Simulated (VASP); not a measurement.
# Ge (P6_3/mmc) in VASP: relaxation of cell and atoms with PBEsol

Aim: the relaxation of cell and atoms of Ge with PBEsol.

All numbers are computed with VASP 6.6.1; they aren't measurements. Logs are shortened: lines on timing, memory, paths and dates and some standing lists are left out, and cuts for length are marked.

## Step 1: The cell of the first run

It takes space group P6_3/mmc (No. 194, hexagonal). Conventional cell: a = 2.325 Å, b = 2.325 Å, c = 3.807 Å, α = 90.00°, β = 90.00°, γ = 120.00°. Ge (site symmetry -6m2) has 12 Ge at 2.32 to 2.33 Å within 3.1 Å.

This isn't the form of Ge at room conditions, which is diamond.

## Step 2: Relaxation of cell and atoms, PBEsol, target pressure 270 GPa, at which the enthalpy is minimised

INCAR

```
  PREC = Accurate
  ENCUT = 600
  EDIFF = 1E-6
  ISMEAR = -1
  SIGMA = 0.05
  LREAL = F
  LASPH = T
  NELM = 60
  ALGO = Normal
  ISIF = 3
  LWAVE = F
  LCHARG = F
  GGA = PS
  IBRION = 2
  NSW = 32
  EDIFFG = -0.005
  PSTRESS = 2700.0
```

KPOINTS

```
Automatic mesh
0
Gamma
  19 19 10
```

POSCAR

```
Ge
1.0
    2.3249647902      0.0000000000      0.0000000000
   -1.1624823951      2.0134785712      0.0000000000
    0.0000000000      0.0000000000      3.8071636173
Ge
2
Direct
    0.3333333333      0.6666666667      0.2500000000
    0.6666666667      0.3333333333      0.7500000000
```

Potentials or basis: VASP PAW PBE potentials, release 64 (Ge_d).

Started as:

```bash
$ cat potpaw_PBE.64/Ge_d/POTCAR > POTCAR
$ mpirun -np 1 vasp_std > vasp.out
```

OUTCAR:

```text
PREC = Accurate
   ENCUT = 600
   EDIFF = 1E-6
   ISMEAR = -1
   LREAL = F
   LASPH = T
   NELM = 60
   ISIF = 3
   GGA = PS
   IBRION = 2
   NSW = 32
   EDIFFG = -0.005
   PSTRESS = 2700.0

 ion  position               nearest neighbor table
   1  0.333  0.667  0.250-   2 2.33   2 2.33   2 2.33   2 2.33   2 2.33   2 2.33
   2  0.667  0.333  0.750-   1 2.33   1 2.33   1 2.33   1 2.33   1 2.33   1 2.33

  LATTYP: Found a hexagonal cell.
 ALAT       =     2.3249647902
 C/A-ratio  =     1.6375145264

  Lattice vectors:

 A1 = (   2.3249647902,   0.0000000000,   0.0000000000)
 A2 = (  -1.1624823951,   2.0134785712,   0.0000000000)
 A3 = (   0.0000000000,   0.0000000000,   3.8071636173)

Analysis of symmetry for initial positions (statically):
=====================================================================
 Subroutine PRICEL returns:
 Original cell was already a primitive cell.

 Routine SETGRP: Setting up the symmetry group for a
 hexagonal supercell.

 Subroutine GETGRP returns: Found 24 space group operations
 (whereof 12 operations were pure point group operations)
 out of a pool of 24 trial point group operations.

The static configuration has the point symmetry D_3d.
 The point group associated with its full space group is D_6h.

Analysis of symmetry for dynamics (positions and initial velocities):
=====================================================================
 Subroutine PRICEL returns:
 Original cell was already a primitive cell.

 Routine SETGRP: Setting up the symmetry group for a
 hexagonal supercell.

 Subroutine GETGRP returns: Found 24 space group operations
 (whereof 12 operations were pure point group operations)
 out of a pool of 24 trial point group operations.

The dynamic configuration has the point symmetry D_3d.
 The point group associated with its full space group is D_6h.

 Subroutine INISYM returns: Found 24 space group operations
 (whereof 12 operations are pure point group operations),
 and found     1 'primitive' translations

----------------------------------------------------------------------------------------

                                     Primitive cell

  volume of cell :      17.8223

  direct lattice vectors                    reciprocal lattice vectors
[... 92 lines left out ...]
   NFREE  =      1    steps in history (QN), initial steepest desc. (CG)
   ISIF   =      3    stress and relaxation
   ISYM   =      2    0-nonsym 1-usesym 2-fastsym
   POTIM  = 0.5000    time-step for ionic-motion
   TEBEG  =    0.0;   TEEND  =   0.0 temperature during run
   PSTRESS= 2700.0 pullay stress
   NELECT =      28.0000    total number of electrons
   NUPDOWN=      -1.0000    fix difference up-down
   EMIN   =  10.00;   EMAX   =-10.00  energy-range for DOS
   EFERMI =   0.00;   METHOD = LEGACY
   ISMEAR =    -1;   SIGMA  =   0.05  broadening in eV -4-tet -1-fermi 0-gaus
   EFERMI_NEDOS =   21; number of points for ismear=-14 and -15
   IALGO  =     38    algorithm
   IMIX   =      4    mixing-type and parameters
     AMIX     =   0.40;   BMIX     =  1.00
     AMIX_MAG =   1.60;   BMIX_MAG =  1.00
  volume/ion in A,a.u.               =       8.91        60.14
  Fermi-wavevector in a.u.,A,eV,Ry     =   1.903148  3.596428 49.279918  3.621972
  Thomas-Fermi vector in A             =   2.941644
   LORBIT       =      0    0 simple, 1 ext, 2 COOP (PROOUT), +10 PAW based schemes
   GGA     = PS    functional components
   LHFCALC =     F    Hartree Fock is set to
   AEXX    =    0.0000 exact exchange contribution
   IVDW    =     0    specifies the selected vdW correction
   LEPSILON=     F    determine dielectric tensor
   LRPA    =     F    only Hartree local field effects (RPA)
 conjugate gradient relaxation of ions
 non-spin polarized calculation
  energy-cutoff  :      600.00
  volume of cell :       17.82
 maximum number of plane-waves:       615
 NGX is ok and might be reduce to    20
   NGX =  9   NGY =  9   NGZ = 15

--------------------------------------- Ionic step        1  -------------------------------------------

 number of electron      27.9999996 magnetization

 Free energy of the ion-electron system (eV)
  ---------------------------------------------------
  ext. energy  EPLUGINS =         0.00000000
  ---------------------------------------------------
  free energy    TOTEN  =        -1.09770597 eV

  energy without entropy =       -1.09355836  energy(sigma->0) =       -1.09563216

------------------------ aborting loop because EDIFF is reached ----------------------------------------

  FORCE on cell =-STRESS in cart. coord.  units (eV):
  Direction    XX          YY          ZZ          XY          YZ          ZX
  --------------------------------------------------------------------------------------
  -------------------------------------------------------------------------------------
  Total       30.1842408     30.1842408     30.1739671      0.0000000     -0.0000000     -0.0000000
  in kB     2713.4755064   2713.4755063   2712.5519268      0.0000000     -0.0000000     -0.0000000
  external PRESSURE =      13.1676465 kB  Pullay stress =    2700.0000000 kB
[... 63 lines left out ...]
--------------------------------------- Ionic step        3  -------------------------------------------

 number of electron      27.9999996 magnetization

 Free energy of the ion-electron system (eV)
  ---------------------------------------------------
  ext. energy  EPLUGINS =         0.00000000
  ---------------------------------------------------
  free energy    TOTEN  =        -1.14507077 eV

  energy without entropy =       -1.14092786  energy(sigma->0) =       -1.14299931

 E-fermi :  18.5395     XC(G=0): -15.8292

 val. band max:       18.5196574954   @ k =   0.2632   0.0526   0.5000
 cond. band min:      18.5671422750   @ k =   0.3684   0.1579   0.4000
 fundamental gap:      0.0474847796
 Fermi energy:        18.5395385471

 k-point     1 :       0.0000    0.0000    0.0000
  band No.  band energies     occupation
      1      -8.2673      2.00000
      2      -7.9115      2.00000
      3      -7.8549      2.00000
      4      -7.8549      2.00000
      5      -7.7742      2.00000
      6      -7.7742      2.00000
[... 481 lines left out ...]
      5      -7.6729      2.00000
      6      -7.6110      2.00000
[... 10 lines left out ...]
     17      22.8586      0.00000
     18      30.0253      0.00000

 [... further k-points ...]

------------------------ aborting loop because EDIFF is reached ----------------------------------------

  FORCE on cell =-STRESS in cart. coord.  units (eV):
  Direction    XX          YY          ZZ          XY          YZ          ZX
  --------------------------------------------------------------------------------------
  -------------------------------------------------------------------------------------
  Total       30.0867217     30.0867217     30.0799483      0.0000000     -0.0000000      0.0000000
  in kB     2700.4652508   2700.4652508   2699.8572957      0.0000000     -0.0000000      0.0000000
  external PRESSURE =       0.2625991 kB  Pullay stress =    2700.0000000 kB
[... 21 lines left out ...]
  energy  without entropy=       -1.1409278611  energy(sigma->0) =       -1.14299931

  enthalpy is  TOTEN    =        28.9364674415 eV   P V=       30.0815382086

 reached required accuracy - stopping structural energy minimisation
```

OSZICAR:

```text
N       E                     dE             d eps       ncg     rms          rms(c)
DAV:   1     0.140339517444E+03    0.14034E+03   -0.14911E+04 10162   0.552E+03
[... 20 lines left out ...]
       N       E                     dE             d eps       ncg     rms          rms(c)
DAV:   1    -0.116889896211E+01    0.24415E+00   -0.28758E-01 10928   0.172E+01    0.959E-01
DAV:   2    -0.115152323228E+01    0.17376E-01   -0.18944E-02 11992   0.487E+00    0.477E-01
DAV:   3    -0.114541738284E+01    0.61058E-02   -0.78883E-03 12708   0.294E+00    0.873E-02
DAV:   4    -0.114509673367E+01    0.32065E-03   -0.11316E-03 11210   0.104E+00    0.137E-02
DAV:   5    -0.114507004605E+01    0.26688E-04   -0.90599E-05 10960   0.317E-01    0.136E-02
DAV:   6    -0.114507076709E+01   -0.72104E-06   -0.31146E-06 10430   0.304E-02
   3 F= 0.28936467E+02 E0= 0.28938539E+02  d E =-.168155E-03
```

CONTCAR:

```text
Ge
   1.00000000000000
     2.3262104454480559    0.0000000000000000   -0.0000000000000000
    -1.1631052227240279    2.0145573402853758    0.0000000000000000
     0.0000000000000000   -0.0000000000000000    3.8090635942287241
  Ge
     2
Direct
     0.3333333332999970    0.6666666667000030    0.2500000000000000
     0.6666666667000030    0.3333333332999970    0.7500000000000000

  0.00000000E+00  0.00000000E+00  0.00000000E+00
  0.00000000E+00  0.00000000E+00  0.00000000E+00
```

Wall time 2 min (1 thread of Intel Xeon 6975P-C (Granite Rapids), shared host); peak memory 0.19 GiB.

Results:

```yaml
Free_energy: -1.1451 eV
Relaxed_volume: 8.93 Å³/atom
Relaxed_cell: a = 2.326 Å, b = 2.326 Å, c = 3.809 Å, α = 90.00°, β = 90.00°, γ = 120.00°
Space_group_after_relaxing_to_0.1_Å: P6_3/mmc (No. 194)
Energy_change_on_relaxing_the_run_minimises_the_enthalpy: -23.7 meV/atom
Ionic_steps: 3
Pressure_after_relaxing: 270.0 GPa
Band_gap_on_the_k_mesh: zero (bands 14 and 15 overlap by 18.39 eV)
```

The path:
```
step  energy change (eV)  largest force (eV/Å)  pressure (GPa)  volume (Å³)
   1              0.0000                0.0000          271.32        17.82
   2             -0.3153                0.0000          261.28        18.01
   3             -0.0474                0.0000          270.03        17.85
```

Final structure:
```
Ge
1.0
     2.32621    0.00000    0.00000
    -1.16311    2.01456    0.00000
     0.00000    0.00000    3.80906
Ge
2
Direct
  0.33333 0.66667 0.25000
  0.66667 0.33333 0.75000
```

Levels at points of the mesh, in eV from the Fermi level:
| k point | band 12 | band 13 | band 14 | band 15 | band 16 | band 17 |
| --- | --- | --- | --- | --- | --- | --- |
| (0.00, 0.00, 0.00) | -12.23 | -10.45 | 13.20 | 13.20 | 15.67 | 15.67 |
| (0.00, 0.00, 0.50) | -19.77 | 1.99 | 1.99 | 15.63 | 15.63 | 15.63 |

Caveat: the cell is relaxed towards a set pressure, so the run minimises the enthalpy, not the energy; the PAW data sets were made with another functional, which shifts forces and pressure a little.

The gap in the log of VASP goes by the Fermi energy; the results here count the filled bands.